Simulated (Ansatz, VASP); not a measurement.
**Sc3As in VASP and in Ansatz**

Contents of INCAR:

```
SYSTEM = Sc3As
ALGO = Normal
EDIFF = 1E-6
EDIFFG = -0.04
ENCUT = 600
GGA = PE
IBRION = 2
ISIF = 3
ISMEAR = 0
LASPH = .TRUE.
LCHARG = .FALSE.
LREAL = .FALSE.
LWAVE = .FALSE.
NELM = 100
NSW = 90
PREC = Accurate
SIGMA = 0.1
```

File KPOINTS:

```
k-points
0
G
  4 4 4
  0 0 0
```

File POSCAR:

```
Sc3As
1.0
    0.0000000000      3.4257409900      3.4257409900
    3.4257409900      0.0000000000      3.4257409900
    3.4257409900      3.4257409900      0.0000000000
Sc As
3 1
Direct
    0.2500000000      0.2500000000      0.2500000000
    0.7500000000      0.7500000000      0.7500000000
    0.0000000000      0.0000000000      0.0000000000
    0.5000000000      0.5000000000      0.5000000000
```

Input for Ansatz:

```yaml
crystal:
  lattice:
    - [0.0, 3.42574099, 3.42574099]
    - [3.42574099, 0.0, 3.42574099]
    - [3.42574099, 3.42574099, 0.0]
  atoms:
    - { symbol: Sc, position: [0.25, 0.25, 0.25] }
    - { symbol: Sc, position: [0.75, 0.75, 0.75] }
    - { symbol: Sc, position: [0.0, 0.0, 0.0] }
    - { symbol: As, position: [0.5, 0.5, 0.5] }
basis:
  ecutwfc: 420
kpoints:
  mp_grid: { grid: [4, 4, 4] }
hamiltonian:
  xc: pbe
scf:
  occupations: { method: gaussian, width: 0.1 }
  lower_state_search: "off"
output:
  forces: true
  stress: true
  eigenvalues: true
relax:
  adjacent_minimum: "off"
  f_tol: 0.04
  max_steps: 70
  cell: { stress_tol: 0.4 }
```

Alike in both runs: task relaxation of cell and atoms; functional PBE; k mesh 4 × 4 × 4; occupations gaussian, width 0.1 eV; no spin polarisation.

|  | VASP | Ansatz |
| --- | --- | --- |
| version | VASP 6.6.1 | Ansatz 0.2.0 |
| potentials or method | VASP PAW PBE potentials, release 64 (Sc_sv, As), cutoff 600 eV | scalar-relativistic, plane waves, PAW |
| valence electrons in the cell | 38 | 48 |

|  | VASP | Ansatz | Ansatz less VASP |
| --- | --- | --- | --- |
| gap on the k mesh at the Fermi level, each at its own relaxed structure (eV) | none | none | - |
| relaxed volume (Å³/atom) | 20.10 | 20.10 | 0.000 |
| relaxed cell length with the largest relative difference (Å) | 4.845 | 4.845 | 0.0000 |

A gap of «none» marks a metal or a gap that the smearing closes. VASP's potentials hold 38 valence electrons a cell and Ansatz's 48, so a difference there can come from the potentials and not from the codes.

The k mesh is coarse, so the values compare programs but aren't converged. Noted on VASP's run: the relaxation stopped at its first step, so nothing moved.
